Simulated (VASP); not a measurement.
GaAs:

```xyz
2
Lattice="0.0000 2.8640 2.8640 2.8640 0.0000 2.8640 2.8640 2.8640 0.0000" Properties=species:S:1:pos:R:3 pbc="T T T"
As    4.2961    4.2961    4.2961
Ga    0.0000    0.0000    0.0000
```

Base run:

* Program: VASP 6.6.1
* Functional: BLYP
* Potentials or basis: VASP PAW PBE potentials, release 64 (As, Ga_d)
* Cutoff: 520 eV
* k mesh: 8 × 8 × 8
* Occupations: fermi-dirac, width 0.05 eV
* Spin: no spin polarisation

Its results: pressure 4.3 GPa.

Problem. The run is repeated on the same cell with these changes: functional from BLYP to PBEsol. What comes out?

Solution. Pressure -2.2 GPa.

PBEsol binds more tightly than BLYP, so the same cell stands under less pressure.

Caveats: the PAW data sets were made with another functional, which shifts forces and pressure a little.
